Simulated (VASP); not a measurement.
# Cs2AgBiBr6 (Fm-3m) in VASP: notebook, part 2 of 2

VASP 6.6.1. Earlier steps stand in the parts before.

## 4. Single point, r2SCAN (35.41 Å³/atom)

This run uses another cell than the first one, of 35.41 Å³/atom.

File POSCAR:

```
Cs2AgBiBr6
1.0
    0.0000000000      5.6153925678      5.6153925678
    5.6153925678      0.0000000000      5.6153925678
    5.6153925678      5.6153925678      0.0000000000
Cs Ag Bi Br
2 1 1 6
Direct
    0.2500000000      0.2500000000      0.2500000000
    0.7500000000      0.7500000000      0.7500000000
    0.0000000000      0.0000000000      0.0000000000
    0.5000000000      0.5000000000      0.5000000000
    0.2481704931      0.7518295069      0.7518295069
    0.2481704931      0.7518295069      0.2481704931
    0.7518295069      0.2481704931      0.7518295069
    0.7518295069      0.2481704931      0.2481704931
    0.7518295069      0.7518295069      0.2481704931
    0.2481704931      0.2481704931      0.7518295069
```

File INCAR.step1:

```
  PREC = Accurate
  ENCUT = 520
  ISMEAR = 0
  SIGMA = 0.01
  LREAL = F
  LASPH = T
  NELM = 80
  NBANDS = 54
  GGA = PE
  ALGO = Normal
  EDIFF = 1E-4
  LWAVE = T
  LCHARG = F
```

File INCAR.step2:

```
  PREC = Accurate
  ENCUT = 520
  EDIFF = 1E-6
  ISMEAR = 0
  SIGMA = 0.01
  LREAL = F
  LASPH = T
  NELM = 80
  ALGO = Normal
  ISIF = 2
  LWAVE = F
  LCHARG = F
  METAGGA = R2SCAN
  LMIXTAU = T
  NBANDS = 54
  ISTART = 1
```

File KPOINTS:

```
Automatic mesh
0
Gamma
  4 4 4
```

Potentials or basis: VASP PAW PBE potentials, release 64 (Cs_sv, Ag, Bi_d, Br).

On the command line:

```sh
$ cat potpaw_PBE.64/Cs_sv/POTCAR potpaw_PBE.64/Ag/POTCAR potpaw_PBE.64/Bi_d/POTCAR potpaw_PBE.64/Br/POTCAR > POTCAR
$ cp INCAR.step1 INCAR
$ mpirun -np 1 vasp_std > vasp.out
$ cp INCAR.step2 INCAR
$ mpirun -np 1 vasp_std > vasp.out
```

OUTCAR:

```text
PREC = Accurate
   ENCUT = 520
   EDIFF = 1E-6
   ISMEAR = 0
   LREAL = F
   LASPH = T
   NELM = 80
   ISIF = 2
   METAGGA = R2SCAN
   ISTART = 1

 ion  position               nearest neighbor table
   1  0.250  0.250  0.250-
   2  0.750  0.750  0.750-
   3  0.000  0.000  0.000-   5 2.79   6 2.79   7 2.79   8 2.79   9 2.79  10 2.79
   4  0.500  0.500  0.500-   5 2.83   6 2.83   7 2.83   8 2.83   9 2.83  10 2.83
   5  0.248  0.752  0.752-   3 2.79   4 2.83
   6  0.248  0.752  0.248-   3 2.79   4 2.83
   7  0.752  0.248  0.752-   3 2.79   4 2.83
   8  0.752  0.248  0.248-   3 2.79   4 2.83
   9  0.752  0.752  0.248-   3 2.79   4 2.83
  10  0.248  0.248  0.752-   3 2.79   4 2.83

  LATTYP: Found a face centered cubic cell.
 ALAT       =    11.2307851356

  Lattice vectors:

 A1 = (   0.0000000000,   5.6153925678,   5.6153925678)
 A2 = (   5.6153925678,   0.0000000000,   5.6153925678)
 A3 = (   5.6153925678,   5.6153925678,   0.0000000000)

Analysis of symmetry for initial positions (statically):
[... 180 lines left out ...]
  band No.  band energies     occupation
      1     -22.6970      2.00000
      2     -22.6970      2.00000
      3     -22.6496      2.00000
      4     -22.6496      2.00000
      5     -22.6496      2.00000
      6     -20.2369      2.00000
[... 445 lines left out ...]
     53       7.7178      0.00000
     54       8.0186      0.00000

------------------------ aborting loop because EDIFF is reached ----------------------------------------

  FORCE on cell =-STRESS in cart. coord.  units (eV):
  Direction    XX          YY          ZZ          XY          YZ          ZX
  --------------------------------------------------------------------------------------
  -------------------------------------------------------------------------------------
  Total        1.9749715      1.9749715      1.9749715      0.0000000      0.0000000     -0.0000000
  in kB        8.9351337      8.9351337      8.9351337      0.0000000      0.0000000     -0.0000000
  external PRESSURE =       8.9351337 kB  Pullay stress =       0.0000000 kB

 VOLUME and BASIS-vectors are now :
 -----------------------------------------------------------------------------
  energy-cutoff  :      520.00
  volume of cell :      354.14
      direct lattice vectors                 reciprocal lattice vectors
     0.000000000  5.615392568  5.615392568    -0.089040970  0.089040970  0.089040970
     5.615392568  0.000000000  5.615392568     0.089040970 -0.089040970  0.089040970
     5.615392568  5.615392568  0.000000000     0.089040970  0.089040970 -0.089040970

 POSITION                                       TOTAL-FORCE (eV/Angst)
 -----------------------------------------------------------------------------------
      2.80770      2.80770      2.80770         0.000000      0.000000      0.000000
      8.42309      8.42309      8.42309         0.000000      0.000000      0.000000
      0.00000      0.00000      0.00000         0.000000      0.000000      0.000000
      5.61539      5.61539      5.61539         0.000000      0.000000      0.000000
      8.44364      5.61539      5.61539         0.103786      0.000000      0.000000
      5.61539      2.78715      5.61539         0.000000     -0.103786      0.000000
      5.61539      8.44364      5.61539         0.000000      0.103786      0.000000
      2.78715      5.61539      5.61539        -0.103786      0.000000      0.000000
      5.61539      5.61539      8.44364         0.000000      0.000000      0.103786
      5.61539      5.61539      2.78715         0.000000      0.000000     -0.103786
 -----------------------------------------------------------------------------------
    total drift:                                0.000000      0.000000      0.000000

  FREE ENERGIE OF THE ION-ELECTRON SYSTEM (eV)
  ---------------------------------------------------
  free  energy   TOTEN  =      -222.4952718077 eV

  energy  without entropy=     -222.4952718077  energy(sigma->0) =     -222.49527181
```

OUTCAR.step1:

```text
PREC = Accurate
   ENCUT = 520
   ISMEAR = 0
   LREAL = F
[... 689 lines left out ...]
      5.61539      8.44364      5.61539        -0.000000      0.155400      0.000000
      2.78715      5.61539      5.61539        -0.155400      0.000000      0.000000
      5.61539      5.61539      8.44364        -0.000000      0.000000      0.155400
      5.61539      5.61539      2.78715        -0.000000      0.000000     -0.155400
 -----------------------------------------------------------------------------------
    total drift:                                0.000000      0.000000      0.000000

  FREE ENERGIE OF THE ION-ELECTRON SYSTEM (eV)
  ---------------------------------------------------
  free  energy   TOTEN  =       -29.4947625142 eV

  energy  without entropy=      -29.4947625142  energy(sigma->0) =      -29.49476251
```

It took 18 min on 1 thread of Intel Xeon 8259CL, shared host; peak memory 0.65 GiB.

Results:

* Free energy: -222.4953 eV
* Pressure: 0.9 GPa
* Largest force: 0.104 eV/Å
* Band gap on the k mesh: 1.62 eV (least direct gap 2.81 eV)

Forces in eV/Å, atoms in the order of the input:
```
Cs   0.000  0.000  0.000
Cs   0.000  0.000  0.000
Ag   0.000  0.000  0.000
Bi   0.000  0.000  0.000
Br   0.104  0.000  0.000
Br   0.000 -0.104  0.000
Br   0.000  0.104  0.000
Br  -0.104  0.000  0.000
Br   0.000  0.000  0.104
Br   0.000  0.000 -0.104
```

Caveat: the PAW data sets were made with another functional, which shifts forces and pressure a little; spin-orbit coupling is left out, which moves the levels of the heavy elements. A k mesh can miss the band edges.

## 5. Overview

```csv
level,cell,gap on the mesh (eV),pressure (GPa),largest force (eV/Å)
PBE,"a = 8.273 Å, angles 60.0°, 10 atoms, atomic positions A",1.38,-1.2,0.16
r2SCAN,"a = 7.859 Å, angles 60.0°, 10 atoms, atomic positions B",1.58,2.0,0.21
r2SCAN,"a = 7.941 Å, angles 60.0°, 10 atoms, atomic positions B",1.62,0.9,0.10
```

Alike in all rows: task single point; potentials or basis VASP PAW PBE potentials, release 64 (Cs_sv, Ag, Bi_d, Br); no spin polarisation; k mesh 4 × 4 × 4; cutoff (eV) 520; smearing gaussian 0.01 eV.

Caveats: spin-orbit coupling is left out, which moves the levels of the heavy elements; the PAW data sets were made with another functional, which shifts forces and pressure a little (at least some runs).

Absolute energies hang on the potentials; compare differences alone.
